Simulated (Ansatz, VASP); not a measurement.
This is a calculation of CuI for VASP 6.6.1.

INCAR

```
PREC = Accurate ; ENCUT = 600
EDIFF = 1E-7 ; ISMEAR = -1
SIGMA = 0.05 ; LREAL = F
LASPH = T ; NELM = 80
ALGO = Normal ; ISIF = 3
LWAVE = F ; LCHARG = F
GGA = RE ; IVDW = 13
IBRION = 2 ; NSW = 60
EDIFFG = -0.01
```

File KPOINTS:

```
regular mesh
0
Gamma
  8 8 8
```

The input POSCAR:

```
CuI
1.0
    0.0000000000      3.0315000000      3.0315000000
    3.0315000000      0.0000000000      3.0315000000
    3.0315000000      3.0315000000      0.0000000000
I Cu
1 1
Direct
    0.0000000000      0.0000000000      0.0000000000
    0.7500000000      0.7500000000      0.7500000000
```

Potentials or basis: VASP PAW PBE potentials, release 64 (I, Cu).

Command:

```bash
$ cat potpaw_PBE.64/I/POTCAR potpaw_PBE.64/Cu/POTCAR > POTCAR
$ mpirun -np 1 vasp_std > vasp.out
```

Question: Translate it to Ansatz 0.2.0. Potentials there: Ansatz PAW.

Answer: As run (the cutoff follows the program's own potentials):

input.yaml

```yaml
crystal:
  lattice:
    - [0.0, 3.0315, 3.0315]
    - [3.0315, 0.0, 3.0315]
    - [3.0315, 3.0315, 0.0]
  atoms:
    - { symbol: I, position: [0.0, 0.0, 0.0] }
    - { symbol: Cu, position: [0.75, 0.75, 0.75] }
hamiltonian:
  xc: revpbe
  pseudopotentials: { kind: paw }
  dispersion: d4
kpoints:
  mp_grid: { grid: [8, 8, 8] }
scf:
  occupations: { method: fermi_dirac, width: 0.05 }
output:
  forces: true
  stress: true
relax:
  f_tol: 0.01
  max_steps: 40
  cell: { stress_tol: 0.05 }
```

Potentials or basis: Ansatz PAW.

Run with:

```console
$ ansatz run input.yaml --threads 2 --pin off --max-ram 5632MiB --backend cpu --events-out ev --progress --plain --runs-dir out
```

Both were run:

|  | VASP | Ansatz | Ansatz less VASP |
| --- | --- | --- | --- |
| relaxed volume (Å³/atom) | 26.45 | 26.39 | -0.060 |
| relaxed length of the cell vector where the two differ most in proportion (Å) | 4.214 | 4.211 | -0.0032 |

VASP's potentials were made for PBE, not for revPBE. VASP's potentials hold 18 valence electrons a cell and Ansatz's 36, so a difference there can come from the potentials and not from the codes.

Neither program's run includes spin-orbit coupling. Noted on Ansatz's run: the plane-wave basis is chosen anew once the cell has moved, so the energies of steps on either side of that aren't comparable.
